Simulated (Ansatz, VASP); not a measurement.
**One calculation of SrCl2, two programs**

```xyz
3
Lattice="0.0000 3.6795 3.1276 3.6795 0.0000 3.1276 3.6795 3.6795 0.0000" Properties=species:S:1:pos:R:3 pbc="T T T"
Sr    0.0000    0.0000    0.0000
Cl    1.8398    1.8398    1.5638
Cl    5.5193    5.5193    4.6914
```

Alike in both runs: task single point; functional PBE; k mesh 6 × 6 × 6; occupations gaussian, width 0.05 eV; no spin polarisation.

```csv
,VASP,Ansatz
version,VASP 6.6.1,Ansatz 0.2.0
potentials or method,"VASP PAW PBE potentials, release 64 (Sr_sv, Cl), cutoff 520 eV","scalar-relativistic, plane waves, PAW"
valence electrons in the cell,24,24
```

|  | VASP | Ansatz | Ansatz less VASP |
| --- | --- | --- | --- |
| gap on the k mesh at the Fermi level (eV) | 4.04 | 4.04 | +0.001 |
| least direct gap on the mesh (eV) | 4.23 | 4.23 | 0.000 |
| pressure (GPa) | 1.5 | 1.5 | -0.08 |
| traceless stress, the component that is largest in VASP (GPa) | 6.47 | 6.50 | +0.034 |

The functional is the same, so the differences come from potentials, cutoffs and numerics.
